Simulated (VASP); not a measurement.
# MgO (Fm-3m) in VASP: further runs

Runs on MgO. Level: PBE. Tasks: single point.

Everything below comes from runs of VASP 6.6.1. Logs are shortened: lines on timing, memory, paths and dates and some standing lists are left out, and cuts for length are marked.

### 1 The cell of the first run

Symmetry: Fm-3m, No. 225, cubic system. The conventional cell has a = 4.309 Å, b = 4.309 Å, c = 4.309 Å, α = 90.00°, β = 90.00°, γ = 90.00°. Mg (site symmetry m-3m) has 6 O at 2.15 Å within 2.9 Å. O (site symmetry m-3m) has 6 Mg at 2.15 Å within 2.9 Å.

### 2 Single point, PBE

INCAR

```
SYSTEM = MgO
PREC     = Accurate       ! precision mode
ENCUT    = 600            ! plane-wave cutoff, eV
EDIFF    = 1E-6           ! SCF threshold, eV
ISMEAR   = -1             ! smearing method
SIGMA    = 0.05           ! smearing width, eV
LREAL    = .FALSE.        ! projectors in reciprocal space
LASPH    = .TRUE.         ! aspherical terms in the spheres
NELM     = 120            ! most SCF steps
ALGO     = Normal         ! electronic algorithm
ISIF     = 2              ! what is computed and relaxed
LWAVE    = .FALSE.        ! write WAVECAR
LCHARG   = .TRUE.         ! write CHGCAR
GGA      = PE             ! functional
LELF     = .TRUE.         ! ELF
LVHAR    = .TRUE.       
NBANDS   = 11             ! bands
GGA_COMPAT= .FALSE.
```

KPOINTS

```
Automatic mesh
0
G
  9 9 9
  0 0 0
```

POSCAR

```
MgO
1.0
    0.0000000000      2.1544500000      2.1544500000
    2.1544500000      0.0000000000      2.1544500000
    2.1544500000      2.1544500000      0.0000000000
Mg O
1 1
Direct
    0.0000000000      0.0000000000      0.0000000000
    0.5000000000      0.5000000000      0.5000000000
```

Potentials or basis: VASP PAW PBE potentials, release 64 (Mg, O).

On the command line:

```
> cat potpaw_PBE.64/Mg/POTCAR potpaw_PBE.64/O/POTCAR > POTCAR
> mpirun -np 1 vasp_std > vasp.out
```

OUTCAR:

```text
SYSTEM = MgO
   PREC = Accurate
   ENCUT = 600
   EDIFF = 1E-6
   ISMEAR = -1
   LREAL = .FALSE.
   LASPH = .TRUE.
   NELM = 120
   ISIF = 2
   GGA = PE

 ion  position               nearest neighbor table
   1  0.000  0.000  0.000-   2 2.15   2 2.15   2 2.15   2 2.15   2 2.15   2 2.15
   2  0.500  0.500  0.500-   1 2.15   1 2.15   1 2.15   1 2.15   1 2.15   1 2.15

  LATTYP: Found a face centered cubic cell.
 ALAT       =     4.3089000000

  Lattice vectors:

 A1 = (   0.0000000000,   2.1544500000,   2.1544500000)
 A2 = (   2.1544500000,   0.0000000000,   2.1544500000)
 A3 = (   2.1544500000,   2.1544500000,   0.0000000000)

Analysis of symmetry for initial positions (statically):
=====================================================================
 Subroutine PRICEL returns:
 Original cell was already a primitive cell.

 Routine SETGRP: Setting up the symmetry group for a
 face centered cubic supercell.

 Subroutine GETGRP returns: Found 48 space group operations
 (whereof 48 operations were pure point group operations)
 out of a pool of 48 trial point group operations.

The static configuration has the point symmetry O_h .

Analysis of symmetry for dynamics (positions and initial velocities):
=====================================================================
 Subroutine PRICEL returns:
 Original cell was already a primitive cell.

 Routine SETGRP: Setting up the symmetry group for a
 face centered cubic supercell.

 Subroutine GETGRP returns: Found 48 space group operations
 (whereof 48 operations were pure point group operations)
 out of a pool of 48 trial point group operations.

The dynamic configuration has the point symmetry O_h .

 Subroutine INISYM returns: Found 48 space group operations
 (whereof 48 operations are pure point group operations),
 and found     1 'primitive' translations

----------------------------------------------------------------------------------------

                                     Primitive cell

  volume of cell :      20.0004

  direct lattice vectors                    reciprocal lattice vectors
     0.000000000  2.154450000  2.154450000    -0.232077792  0.232077792  0.232077792
     2.154450000  0.000000000  2.154450000     0.232077792 -0.232077792  0.232077792
     2.154450000  2.154450000  0.000000000     0.232077792  0.232077792 -0.232077792

  length of vectors
     3.046852409  3.046852409  3.046852409     0.401970528  0.401970528  0.401970528

  position of ions in fractional coordinates (direct lattice)
     0.000000000  0.000000000  0.000000000
     0.500000000  0.500000000  0.500000000

  ion indices of the primitive-cell ions
   primitive index   ion index
                 1           1
                 2           2

----------------------------------------------------------------------------------------

 KPOINTS: Automatic mesh

Automatic generation of k-mesh.
 Grid dimensions read from file:
 generate k-points for:    9    9    9

 Generating k-lattice:

  Cartesian coordinates                     Fractional coordinates (reciprocal lattice)
    -0.025786421  0.025786421  0.025786421     0.111111111  0.000000000  0.000000000
     0.025786421 -0.025786421  0.025786421     0.000000000  0.111111111  0.000000000
     0.025786421  0.025786421 -0.025786421     0.000000000  0.000000000  0.111111111

  Length of vectors
     0.044663392  0.044663392  0.044663392

  Shift w.r.t. Gamma in fractional coordinates (k-lattice)
     0.000000000  0.000000000  0.000000000

 Subroutine IBZKPT returns following result:
 ===========================================

 Found     35 irreducible k-points:

 Following reciprocal coordinates:
            Coordinates               Weight
  0.000000  0.000000  0.000000      1.000000
  0.111111  0.000000  0.000000      8.000000
  0.222222  0.000000  0.000000      8.000000
  0.333333  0.000000  0.000000      8.000000
  0.444444  0.000000  0.000000      8.000000
  0.111111  0.111111  0.000000      6.000000
[... 16 lines left out ...]
 -0.333333  0.333333  0.000000     12.000000
  0.444444  0.444444  0.000000      6.000000
 [... further k-points ...]
   k-points           NKPTS =     35   k-points in BZ     NKDIM =     35   number of bands    NBANDS=     11
   number of dos      NEDOS =    301   number of ions     NIONS =      2
   total plane-waves  NPLWV =  13824
   dimension x,y,z NGX =    24 NGY =   24 NGZ =   24
   dimension x,y,z NGXF=    48 NGYF=   48 NGZF=   48
   ions per type =               1   1
   NGX,Y,Z   is equivalent  to a cutoff of  13.10, 13.10, 13.10 a.u.
   NGXF,Y,Z  is equivalent  to a cutoff of  26.19, 26.19, 26.19 a.u.
 SYSTEM =  MgO
   PREC   = accura    normal or accurate (medium, high low for compatibility)
   ISTART =      0    job   : 0-new  1-cont  2-samecut
   ICHARG =      2    charge: 1-file 2-atom 10-const
   ISPIN  =      1    spin polarized calculation?
   LNONCOLLINEAR =      F non collinear calculations
   LSORBIT =      F    spin-orbit coupling
   LASPH  =      T    aspherical Exc in radial PAW
   ENCUT  =  600.0 eV  44.10 Ry    6.64 a.u.   6.09  6.09  6.09*2*pi/ulx,y,z
   NELM   =    120;   NELMIN=  2; NELMDL= -5     # of ELM steps
   EDIFF  = 0.1E-05   stopping-criterion for ELM
   LREAL  =      F    real-space projection
   EDIFFG = 0.1E-04   stopping-criterion for IOM
   NSW    =      0    number of steps for IOM
   IBRION =     -1    ionic relax: 0-MD 1-quasi-New 2-CG
   NFREE  =      0    steps in history (QN), initial steepest desc. (CG)
   ISIF   =      2    stress and relaxation
   ISYM   =      2    0-nonsym 1-usesym 2-fastsym
   POTIM  = 0.5000    time-step for ionic-motion
   TEBEG  =    0.0;   TEEND  =   0.0 temperature during run
   PSTRESS=    0.0 pullay stress
   NELECT =       8.0000    total number of electrons
   NUPDOWN=      -1.0000    fix difference up-down
   EMIN   =  10.00;   EMAX   =-10.00  energy-range for DOS
   EFERMI =   0.00;   METHOD = LEGACY
   ISMEAR =    -1;   SIGMA  =   0.05  broadening in eV -4-tet -1-fermi 0-gaus
   EFERMI_NEDOS =   21; number of points for ismear=-14 and -15
   IALGO  =     38    algorithm
   IMIX   =      4    mixing-type and parameters
     AMIX     =   0.40;   BMIX     =  1.00
     AMIX_MAG =   1.60;   BMIX_MAG =  1.00
  volume/ion in A,a.u.               =      10.00        67.48
  Fermi-wavevector in a.u.,A,eV,Ry     =   1.206216  2.279418 19.795891  1.454957
  Thomas-Fermi vector in A             =   2.341890
   LORBIT       =      0    0 simple, 1 ext, 2 COOP (PROOUT), +10 PAW based schemes
   GGA     = PE    functional components
   LHFCALC =     F    Hartree Fock is set to
   AEXX    =    0.0000 exact exchange contribution
   IVDW    =     0    specifies the selected vdW correction
   LEPSILON=     F    determine dielectric tensor
   LRPA    =     F    only Hartree local field effects (RPA)
 non-spin polarized calculation
  energy-cutoff  :      600.00
  volume of cell :       20.00
 maximum number of plane-waves:       680
   NGX = 13   NGY = 13   NGZ = 13

 number of electron       7.9999998 magnetization

 Free energy of the ion-electron system (eV)
  ---------------------------------------------------
  ext. energy  EPLUGINS =         0.00000000
  ---------------------------------------------------
  free energy    TOTEN  =       -11.89903608 eV

  energy without entropy =      -11.89903608  energy(sigma->0) =      -11.89903608

 E-fermi :   3.6821     XC(G=0): -10.7602

 val. band max:        2.6922591339   @ k =   0.0000   0.0000   0.0000
 cond. band min:       6.7834955289   @ k =   0.0000   0.0000   0.0000
 fundamental gap:      4.0912363950
 Fermi energy:         3.6820799922

 k-point     1 :       0.0000    0.0000    0.0000
  band No.  band energies     occupation
      1     -14.2359      2.00000
      2       2.6923      2.00000
      3       2.6923      2.00000
      4       2.6923      2.00000
      5       6.7835      0.00000
      6      18.1054      0.00000
      7      18.1054      0.00000
      8      18.1054      0.00000
      9      21.8447      0.00000
     10      23.5437      0.00000
     11      23.5437      0.00000

 k-point     2 :       0.1111    0.0000    0.0000
  band No.  band energies     occupation
      1     -14.1210      2.00000
      2       1.9261      2.00000
      3       2.6190      2.00000
      4       2.6190      2.00000
      5       7.5441      0.00000
      6      16.6819      0.00000
      7      18.3640      0.00000
      8      18.3640      0.00000
      9      22.5954      0.00000
     10      22.5954      0.00000
     11      23.5618      0.00000

 k-point     3 :       0.2222    0.0000    0.0000
  band No.  band energies     occupation
      1     -13.8139      2.00000
      2       0.5097      2.00000
      3       2.4404      2.00000
      4       2.4404      2.00000
      5       8.8776      0.00000
      6      15.0906      0.00000
      7      18.7617      0.00000
      8      18.7617      0.00000
      9      22.0020      0.00000
     10      22.0020      0.00000
     11      23.7544      0.00000

 k-point     4 :       0.3333    0.0000    0.0000
  band No.  band energies     occupation
      1     -13.4306      2.00000
      2      -0.7726      2.00000
      3       2.2478      2.00000
      4       2.2478      2.00000
      5       9.8266      0.00000
      6      14.4410      0.00000
      7      18.6204      0.00000
      8      18.6204      0.00000
      9      22.8450      0.00000
     10      22.8450      0.00000
     11      23.0565      0.00000

 k-point     5 :       0.4444    0.0000    0.0000
  band No.  band energies     occupation
      1     -13.1558      2.00000
      2      -1.5328      2.00000
      3       2.1273      2.00000
      4       2.1273      2.00000
      5      10.1405      0.00000
      6      14.4965      0.00000
      7      18.3509      0.00000
      8      18.3509      0.00000
      9      22.6342      0.00000
     10      24.1097      0.00000
     11      24.1097      0.00000
[... 211 lines left out ...]
 k-point    21 :       0.4444    0.3333    0.0000
  band No.  band energies     occupation
      1     -13.0267      2.00000
      2      -0.8292      2.00000
      3       1.2992      2.00000
      4       1.5986      2.00000
      5      11.9210      0.00000
      6      12.4798      0.00000
      7      15.2024      0.00000
      8      20.1623      0.00000
      9      20.2826      0.00000
     10      27.4206      0.00000
     11      27.9091      0.00000

 k-point    22 :      -0.4444    0.3333    0.0000
  band No.  band energies     occupation
      1     -12.8978      2.00000
      2      -0.7378      2.00000
      3       0.5091      2.00000
      4       1.6241      2.00000
      5      12.2884      0.00000
      6      13.4397      0.00000
      7      14.7707      0.00000
      8      19.9228      0.00000
      9      20.1378      0.00000
     10      27.3784      0.00000
     11      28.4637      0.00000

 k-point    23 :      -0.3333    0.3333    0.0000
  band No.  band energies     occupation
      1     -12.9119      2.00000
      2      -0.3202      2.00000
      3      -0.1550      2.00000
      4       1.7795      2.00000
      5      12.5597      0.00000
      6      14.3498      0.00000
      7      14.3681      0.00000
      8      19.5754      0.00000
      9      20.6692      0.00000
     10      25.1695      0.00000
     11      29.0189      0.00000

 k-point    24 :       0.4444    0.4444    0.0000
  band No.  band energies     occupation
      1     -12.9248      2.00000
      2      -1.0562      2.00000
      3       1.4688      2.00000
      4       1.4688      2.00000
      5      11.8206      0.00000
      6      11.9158      0.00000
      7      15.0969      0.00000
      8      20.5724      0.00000
      9      20.5724      0.00000
     10      26.9282      0.00000
     11      28.3176      0.00000

 [... further k-points ...]

------------------------ aborting loop because EDIFF is reached ----------------------------------------

  FORCE on cell =-STRESS in cart. coord.  units (eV):
  Direction    XX          YY          ZZ          XY          YZ          ZX
  --------------------------------------------------------------------------------------
  -------------------------------------------------------------------------------------
  Total       -0.7897039     -0.7897039     -0.7897039     -0.0000000     -0.0000000      0.0000000
  in kB      -63.2609334    -63.2609334    -63.2609334     -0.0000000     -0.0000000      0.0000000
  external PRESSURE =     -63.2609334 kB  Pullay stress =       0.0000000 kB

 VOLUME and BASIS-vectors are now :
 -----------------------------------------------------------------------------
  energy-cutoff  :      600.00
  volume of cell :       20.00
      direct lattice vectors                 reciprocal lattice vectors
     0.000000000  2.154450000  2.154450000    -0.232077792  0.232077792  0.232077792
     2.154450000  0.000000000  2.154450000     0.232077792 -0.232077792  0.232077792
     2.154450000  2.154450000  0.000000000     0.232077792  0.232077792 -0.232077792

 POSITION                                       TOTAL-FORCE (eV/Angst)
 -----------------------------------------------------------------------------------
      0.00000      0.00000      0.00000        -0.000000     -0.000000      0.000000
      2.15445      2.15445      2.15445         0.000000      0.000000      0.000000
 -----------------------------------------------------------------------------------
    total drift:                               -0.000000     -0.000000      0.000000

  FREE ENERGIE OF THE ION-ELECTRON SYSTEM (eV)
  ---------------------------------------------------
  free  energy   TOTEN  =       -11.8990360760 eV

  energy  without entropy=      -11.8990360760  energy(sigma->0) =      -11.89903608
```

It took 14 s on 1 thread of Intel Xeon 8259CL, shared host; peak memory 0.14 GiB.

What came out:

```yaml
Free_energy: -11.8990 eV
Pressure: -6.3 GPa
Band_gap_on_the_k_mesh: 4.09 eV, direct
```

Levels at points of the mesh, in eV from the valence-band top:
| k point | band 2 | band 3 | band 4 | band 5 | band 6 | band 7 |
| --- | --- | --- | --- | --- | --- | --- |
| (0.00, 0.00, 0.00) | 0.00 | 0.00 | 0.00 | 4.09 | 15.41 | 15.41 |

(Part 1 of 2 ends here.)
